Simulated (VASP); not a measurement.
# AgCl (rocksalt type) (Fm-3m) in VASP: further runs

AgCl (rocksalt type) is run at these levels: PBEsol; tasks: single point, relaxation of cell and atoms.

Everything below comes from runs of VASP 6.6.1. Logs are shortened: lines on timing, memory, paths and dates and some standing lists are left out, and cuts for length are marked.

## 1. The cell of the first run

The structure is cubic, space group Fm-3m (No. 225). The conventional cell has a = 5.447 Å, b = 5.447 Å, c = 5.447 Å, α = 90.00°, β = 90.00°, γ = 90.00°. Ag (site symmetry m-3m) has 6 Cl at 2.72 Å within 3.6 Å. Within 3.6 Å of Cl (site symmetry m-3m) lie 6 Ag at 2.72 Å.

## 2. Single point, PBEsol

The input, INCAR:

```
SYSTEM = AgCl
ALGO = Normal
EDIFF = 1E-6
ENCUT = 520
GGA = PS
ISIF = 2
ISMEAR = -1
LASPH = .True.
LCHARG = .True.
LELF = .True.
LREAL = .False.
LVHAR = .True.
LWAVE = .False.
NBANDS = 16
NELM = 80
PREC = Accurate
SIGMA = 0.08
```

The input, KPOINTS:

```
k-points
0
Gamma
  15 15 15
  0 0 0
```

The input, POSCAR:

```
AgCl
1.0
    0.0000000000      2.7236999214      2.7236999214
    2.7236999214      0.0000000000      2.7236999214
    2.7236999214      2.7236999214      0.0000000000
Ag Cl
1 1
Direct
    0.0000000000      0.0000000000      0.0000000000
    0.5000000000      0.5000000000      0.5000000000
```

Potentials or basis: VASP PAW PBE potentials, release 64 (Ag, Cl).

The run is started by

```console
$ cat potpaw_PBE.64/Ag/POTCAR potpaw_PBE.64/Cl/POTCAR > POTCAR
$ mpirun -np 1 vasp_std > vasp.out
```

OUTCAR:

```text
SYSTEM = AgCl
   EDIFF = 1E-6
   ENCUT = 520
   GGA = PS
   ISIF = 2
   ISMEAR = -1
   LASPH = .True.
   LREAL = .False.
   NELM = 80
   PREC = Accurate

 ion  position               nearest neighbor table
   1  0.000  0.000  0.000-   2 2.72   2 2.72   2 2.72   2 2.72   2 2.72   2 2.72
   2  0.500  0.500  0.500-   1 2.72   1 2.72   1 2.72   1 2.72   1 2.72   1 2.72

  LATTYP: Found a face centered cubic cell.
 ALAT       =     5.4473998428

  Lattice vectors:

 A1 = (   0.0000000000,   2.7236999214,   2.7236999214)
 A2 = (   2.7236999214,   0.0000000000,   2.7236999214)
 A3 = (   2.7236999214,   2.7236999214,   0.0000000000)

Analysis of symmetry for initial positions (statically):
=====================================================================
 Subroutine PRICEL returns:
 Original cell was already a primitive cell.

 Routine SETGRP: Setting up the symmetry group for a
 face centered cubic supercell.

 Subroutine GETGRP returns: Found 48 space group operations
 (whereof 48 operations were pure point group operations)
 out of a pool of 48 trial point group operations.

The static configuration has the point symmetry O_h .

Analysis of symmetry for dynamics (positions and initial velocities):
=====================================================================
 Subroutine PRICEL returns:
 Original cell was already a primitive cell.

 Routine SETGRP: Setting up the symmetry group for a
 face centered cubic supercell.

 Subroutine GETGRP returns: Found 48 space group operations
 (whereof 48 operations were pure point group operations)
 out of a pool of 48 trial point group operations.

The dynamic configuration has the point symmetry O_h .

 Subroutine INISYM returns: Found 48 space group operations
 (whereof 48 operations are pure point group operations),
 and found     1 'primitive' translations

----------------------------------------------------------------------------------------

                                     Primitive cell

  volume of cell :      40.4118

  direct lattice vectors                    reciprocal lattice vectors
     0.000000000  2.723699921  2.723699921    -0.183573820  0.183573820  0.183573820
     2.723699921  0.000000000  2.723699921     0.183573820 -0.183573820  0.183573820
     2.723699921  2.723699921  0.000000000     0.183573820  0.183573820 -0.183573820

  length of vectors
     3.851893369  3.851893369  3.851893369     0.317959184  0.317959184  0.317959184

  position of ions in fractional coordinates (direct lattice)
     0.000000000  0.000000000  0.000000000
     0.500000000  0.500000000  0.500000000

  ion indices of the primitive-cell ions
   primitive index   ion index
                 1           1
                 2           2

----------------------------------------------------------------------------------------

 KPOINTS: k-points

Automatic generation of k-mesh.
 Grid dimensions read from file:
 generate k-points for:   15   15   15

 Generating k-lattice:

  Cartesian coordinates                     Fractional coordinates (reciprocal lattice)
    -0.012238255  0.012238255  0.012238255     0.066666667  0.000000000  0.000000000
     0.012238255 -0.012238255  0.012238255     0.000000000  0.066666667  0.000000000
     0.012238255  0.012238255 -0.012238255     0.000000000  0.000000000  0.066666667

  Length of vectors
     0.021197279  0.021197279  0.021197279

  Shift w.r.t. Gamma in fractional coordinates (k-lattice)
     0.000000000  0.000000000  0.000000000

 Subroutine IBZKPT returns following result:
 ===========================================

 Found    120 irreducible k-points:

 Following reciprocal coordinates:
            Coordinates               Weight
  0.000000  0.000000  0.000000      1.000000
  0.066667  0.000000  0.000000      8.000000
  0.133333  0.000000  0.000000      8.000000
  0.200000  0.000000  0.000000      8.000000
  0.266667  0.000000  0.000000      8.000000
  0.333333  0.000000  0.000000      8.000000
[... 16 lines left out ...]
  0.133333  0.133333  0.000000      6.000000
  0.200000  0.133333  0.000000     24.000000
 [... further k-points ...]
   k-points           NKPTS =    120   k-points in BZ     NKDIM =    120   number of bands    NBANDS=     16
   number of dos      NEDOS =    301   number of ions     NIONS =      2
   total plane-waves  NPLWV =  27000
   dimension x,y,z NGX =    30 NGY =   30 NGZ =   30
   dimension x,y,z NGXF=    60 NGYF=   60 NGZF=   60
   ions per type =               1   1
   NGX,Y,Z   is equivalent  to a cutoff of  12.95, 12.95, 12.95 a.u.
   NGXF,Y,Z  is equivalent  to a cutoff of  25.90, 25.90, 25.90 a.u.
 SYSTEM =  AgCl
   PREC   = accura    normal or accurate (medium, high low for compatibility)
   ISTART =      0    job   : 0-new  1-cont  2-samecut
   ICHARG =      2    charge: 1-file 2-atom 10-const
   ISPIN  =      1    spin polarized calculation?
   LNONCOLLINEAR =      F non collinear calculations
   LSORBIT =      F    spin-orbit coupling
   LASPH  =      T    aspherical Exc in radial PAW
   ENCUT  =  520.0 eV  38.22 Ry    6.18 a.u.   7.16  7.16  7.16*2*pi/ulx,y,z
   NELM   =     80;   NELMIN=  2; NELMDL= -5     # of ELM steps
   EDIFF  = 0.1E-05   stopping-criterion for ELM
   LREAL  =      F    real-space projection
   EDIFFG = 0.1E-04   stopping-criterion for IOM
   NSW    =      0    number of steps for IOM
   IBRION =     -1    ionic relax: 0-MD 1-quasi-New 2-CG
   NFREE  =      0    steps in history (QN), initial steepest desc. (CG)
   ISIF   =      2    stress and relaxation
   ISYM   =      2    0-nonsym 1-usesym 2-fastsym
   POTIM  = 0.5000    time-step for ionic-motion
   TEBEG  =    0.0;   TEEND  =   0.0 temperature during run
   PSTRESS=    0.0 pullay stress
   NELECT =      18.0000    total number of electrons
   NUPDOWN=      -1.0000    fix difference up-down
   EMIN   =  10.00;   EMAX   =-10.00  energy-range for DOS
   EFERMI =   0.00;   METHOD = LEGACY
   ISMEAR =    -1;   SIGMA  =   0.08  broadening in eV -4-tet -1-fermi 0-gaus
   EFERMI_NEDOS =   21; number of points for ismear=-14 and -15
   IALGO  =     38    algorithm
   IMIX   =      4    mixing-type and parameters
     AMIX     =   0.40;   BMIX     =  1.00
     AMIX_MAG =   1.60;   BMIX_MAG =  1.00
  volume/ion in A,a.u.               =      20.21       136.36
  Fermi-wavevector in a.u.,A,eV,Ry     =   1.250249  2.362627 21.267563  1.563122
  Thomas-Fermi vector in A             =   2.384252
   LORBIT       =      0    0 simple, 1 ext, 2 COOP (PROOUT), +10 PAW based schemes
   GGA     = PS    functional components
   LHFCALC =     F    Hartree Fock is set to
   AEXX    =    0.0000 exact exchange contribution
   IVDW    =     0    specifies the selected vdW correction
   LEPSILON=     F    determine dielectric tensor
   LRPA    =     F    only Hartree local field effects (RPA)
 non-spin polarized calculation
  energy-cutoff  :      520.00
  volume of cell :       40.41
 maximum number of plane-waves:      1113
 NGX is ok and might be reduce to    30
   NGX = 15   NGY = 15   NGZ = 15

 number of electron      18.0000001 magnetization

 Free energy of the ion-electron system (eV)
  ---------------------------------------------------
  ext. energy  EPLUGINS =         0.00000000
  ---------------------------------------------------
  free energy    TOTEN  =        -6.06110537 eV

  energy without entropy =       -6.06100952  energy(sigma->0) =       -6.06105745

 E-fermi :   4.9646     XC(G=0): -10.5001

 val. band max:        4.3994047425   @ k =   0.4667   0.0000   0.0000
 cond. band min:       5.1403968582   @ k =   0.0000   0.0000   0.0000
 fundamental gap:      0.7409921157
 Fermi energy:         4.9645607359

 k-point     1 :       0.0000    0.0000    0.0000
  band No.  band energies     occupation
      1     -11.1010      2.00000
      2       1.7085      2.00000
      3       1.7085      2.00000
      4       1.7085      2.00000
      5       1.7516      2.00000
      6       1.7516      2.00000
[... 8 lines left out ...]
     15      17.8995      0.00000
     16      17.8995      0.00000

 k-point     2 :       0.0667    0.0000    0.0000
  band No.  band energies     occupation
      1     -11.0802      2.00000
      2       1.3600      2.00000
      3       1.3600      2.00000
      4       1.4073      2.00000
      5       1.7301      2.00000
      6       1.7301      2.00000
[... 8 lines left out ...]
     15      17.0163      0.00000
     16      17.0163      0.00000

 k-point     3 :       0.1333    0.0000    0.0000
  band No.  band energies     occupation
      1     -11.0204      2.00000
      2       0.8582      2.00000
      3       0.9609      2.00000
      4       0.9609      2.00000
      5       1.7795      2.00000
      6       1.7795      2.00000
[... 8 lines left out ...]
     15      16.4240      0.00000
     16      17.0468      0.00000

 k-point     4 :       0.2000    0.0000    0.0000
  band No.  band energies     occupation
      1     -10.9298      2.00000
      2       0.2444      2.00000
      3       0.6107      2.00000
      4       0.6107      2.00000
      5       1.8537      2.00000
      6       1.8537      2.00000
[... 8 lines left out ...]
     15      16.4190      0.00000
     16      16.9991      0.00000
[... 324 lines left out ...]
 k-point    22 :      -0.0667    0.0667    0.0000
  band No.  band energies     occupation
      1     -11.0466      2.00000
      2       0.9705      2.00000
      3       1.0145      2.00000
      4       1.3642      2.00000
      5       1.7373      2.00000
      6       1.7852      2.00000
[... 8 lines left out ...]
     15      17.0983      0.00000
     16      17.2683      0.00000

 k-point    23 :       0.1333    0.1333    0.0000
  band No.  band energies     occupation
      1     -10.9970      2.00000
      2       0.3324      2.00000
      3       1.2885      2.00000
      4       1.2885      2.00000
      5       1.6427      2.00000
      6       1.7874      2.00000
[... 8 lines left out ...]
     15      18.3839      0.00000
     16      18.4604      0.00000

 k-point    24 :       0.2000    0.1333    0.0000
  band No.  band energies     occupation
      1     -10.9336      2.00000
      2       0.0067      2.00000
      3       1.0349      2.00000
      4       1.0577      2.00000
      5       1.6639      2.00000
      6       1.8574      2.00000
[... 8 lines left out ...]
     15      18.1326      0.00000
     16      18.6987      0.00000

 [... further k-points ...]
[... 5 lines left out ...]
  --------------------------------------------------------------------------------------
  -------------------------------------------------------------------------------------
  Total       -0.0252063     -0.0252063     -0.0252063      0.0000000     -0.0000000     -0.0000000
  in kB       -0.9993366     -0.9993366     -0.9993366      0.0000000     -0.0000000     -0.0000000
  external PRESSURE =      -0.9993366 kB  Pullay stress =       0.0000000 kB

 VOLUME and BASIS-vectors are now :
 -----------------------------------------------------------------------------
  energy-cutoff  :      520.00
  volume of cell :       40.41
      direct lattice vectors                 reciprocal lattice vectors
     0.000000000  2.723699921  2.723699921    -0.183573820  0.183573820  0.183573820
     2.723699921  0.000000000  2.723699921     0.183573820 -0.183573820  0.183573820
     2.723699921  2.723699921  0.000000000     0.183573820  0.183573820 -0.183573820

 POSITION                                       TOTAL-FORCE (eV/Angst)
 -----------------------------------------------------------------------------------
      0.00000      0.00000      0.00000         0.000000      0.000000      0.000000
      2.72370      2.72370      2.72370        -0.000000     -0.000000      0.000000
 -----------------------------------------------------------------------------------
    total drift:                               -0.000000      0.000000      0.000000

  FREE ENERGIE OF THE ION-ELECTRON SYSTEM (eV)
  ---------------------------------------------------
  free  energy   TOTEN  =        -6.0611053724 eV

  energy  without entropy=       -6.0610095213  energy(sigma->0) =       -6.06105745
```

Wall time 1.7 min (1 thread of Intel Xeon 8259CL, shared host); peak memory 0.22 GiB.

What came out:

```
Free energy            : -6.0611 eV
Pressure               : -0.1 GPa
Band gap on the k mesh : 0.74 eV, indirect (least direct gap 3.04 eV)
```

Caveat: the PAW data sets were made with another functional, which shifts forces and pressure a little. A k mesh can miss the band edges.

## 3. Relaxation of cell and atoms, PBEsol

This run uses another cell than the first one, of 14.54 Å³/atom, 0.720 times its volume.

The input, INCAR:

```
SYSTEM = AgCl
ALGO     = Normal         ! electronic algorithm
EDIFF    = 1E-6           ! SCF threshold, eV
EDIFFG   = -0.005         ! ionic threshold
ENCUT    = 600            ! plane-wave cutoff, eV
GGA      = PS             ! functional
IBRION   = 2              ! ionic algorithm
ISIF     = 3              ! what is computed and relaxed
ISMEAR   = -1             ! smearing method
LASPH    = .TRUE.         ! aspherical terms in the spheres
LCHARG   = .FALSE.        ! write CHGCAR
LREAL    = .FALSE.        ! projectors in reciprocal space
LWAVE    = .FALSE.        ! write WAVECAR
NELM     = 100            ! most SCF steps
NSW      = 60             ! ionic steps
PREC     = Accurate       ! precision mode
SIGMA    = 0.08           ! smearing width, eV
```

The input, KPOINTS:

```
k-points
0
G
  15 15 15
  0 0 0
```

The input, POSCAR:

```
AgCl
1.0
    0.0000000000      2.4407333174      2.4407333174
    2.4407333174      0.0000000000      2.4407333174
    2.4407333174      2.4407333174      0.0000000000
Ag Cl
1 1
Direct
    0.0000000000      0.0000000000      0.0000000000
    0.5000000000      0.5000000000      0.5000000000
```

Potentials or basis: VASP PAW PBE potentials, release 64 (Ag, Cl).

The run is started by

```console
$ cat potpaw_PBE.64/Ag/POTCAR potpaw_PBE.64/Cl/POTCAR > POTCAR
$ mpirun -np 1 vasp_std > vasp.out
```

Wall time 3.5 min (1 thread of Intel Xeon 8259CL, shared host); peak memory 0.21 GiB.

It converged, with:

| Item | Value |
| --- | --- |
| Free energy | -6.0551 eV |
| Relaxed volume | 20.18 Å³/atom |
| Relaxed cell | a = 3.850 Å, b = 3.850 Å, c = 3.850 Å, α = 60.00°, β = 60.00°, γ = 60.00° |
| Space group after relaxing (to 0.05 Å) | Fm-3m (No. 225) |
| Energy gained by relaxing | 553.1 meV/atom |
| Ionic steps | 5 |
| Pressure after relaxing | 0.0 GPa |
| Band gap on the k mesh | 0.74 eV, indirect (least direct gap 3.05 eV) |

The path:
| step | energy change (eV) | largest force (eV/Å) | pressure (GPa) | volume (Å³) |
| --- | --- | --- | --- | --- |
| 1 | 0.0000 | 0.0000 | 44.04 | 29.08 |
| 2 | -0.8720 | 0.0000 | -6.77 | 49.35 |
| 3 | -1.1057 | 0.0000 | 0.45 | 40.05 |
| 4 | -1.1060 | 0.0000 | -0.20 | 40.50 |
| 5 | -1.1061 | 0.0000 | -0.02 | 40.36 |

Final structure:
```
Ag Cl
1.0
     0.00000    2.72255    2.72255
     2.72255    0.00000    2.72255
     2.72255    2.72255    0.00000
Ag Cl
1 1
Direct
  0.00000 0.00000 0.00000
  0.50000 0.50000 0.50000
```

Levels at points of the mesh, in eV from the valence-band top:
```csv
k point,band 7,band 8,band 9,band 10,band 11,band 12
"(0.00, 0.00, 0.00)",-2.55,-2.55,-2.55,0.74,10.74,10.74
```

Caveat: the volume moved by over 15 % at a fixed basis, so the end points are rough; the PAW data sets were made with another functional, which shifts forces and pressure a little.
